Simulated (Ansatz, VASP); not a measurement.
# SiO2 in VASP and in Ansatz

```
Si O
1.0
     6.90636    0.00000    0.00000
     0.00000    6.90636    0.00000
     0.00000    0.00000    6.90636
Si O
8 16
Cartesian
  2.0231 2.0231 2.0231
  1.4300 4.8832 5.4763
  5.4763 1.4300 4.8832
  4.8832 5.4763 1.4300
  7.0869 7.0869 7.0869
  3.2726 -0.1806 3.6338
  3.6338 3.2726 -0.1806
  -0.1806 3.6338 3.2726
  1.0997 1.0997 1.0997
  2.3535 5.8067 4.5529
  4.5529 2.3535 5.8067
  5.8067 4.5529 2.3535
  4.4019 4.6527 0.1352
  5.9577 2.2536 3.5884
  0.9487 5.7068 6.7712
  2.5045 1.1995 3.3180
  0.1352 4.4019 4.6527
  3.5884 5.9577 2.2536
  6.7712 0.9487 5.7068
  3.3180 2.5045 1.1995
  4.6527 0.1352 4.4019
  2.2536 3.5884 5.9577
  5.7068 6.7712 0.9487
  1.1995 3.3180 2.5045
```

Alike in both runs: functional LDA; k mesh 4 × 4 × 4; occupations gaussian, width 0.02 eV; no spin polarisation.

Ansatz relaxed the structure, and its values are those at the end. VASP's run is a single point on that final structure, the one shown.

|  | VASP | Ansatz |
| --- | --- | --- |
| version | VASP 6.6.1 | Ansatz 0.2.0 |
| potentials or method | VASP PAW LDA potentials, release 64 (Si, O), cutoff 520 eV | scalar-relativistic, plane waves, PAW |
| valence electrons in the cell | 128 | 128 |

Ansatz gave:

```
gap on the k mesh at the Fermi level (eV) : 5.78
least direct gap on the mesh (eV)         : 5.80
pressure (GPa)                            : 0.8
rms of the force components (eV/Å)        : 0.005
```

Question: Which values does VASP return?

Answer: gap on the k mesh at the Fermi level (eV): 5.78; least direct gap on the mesh (eV): 5.79; pressure (GPa): 1.4; rms of the force components (eV/Å): 0.022.

LDA's correlation is that of Perdew and Zunger in VASP and of Perdew and Wang (1992) in Ansatz. Ansatz's warnings: stress scf threshold loose.
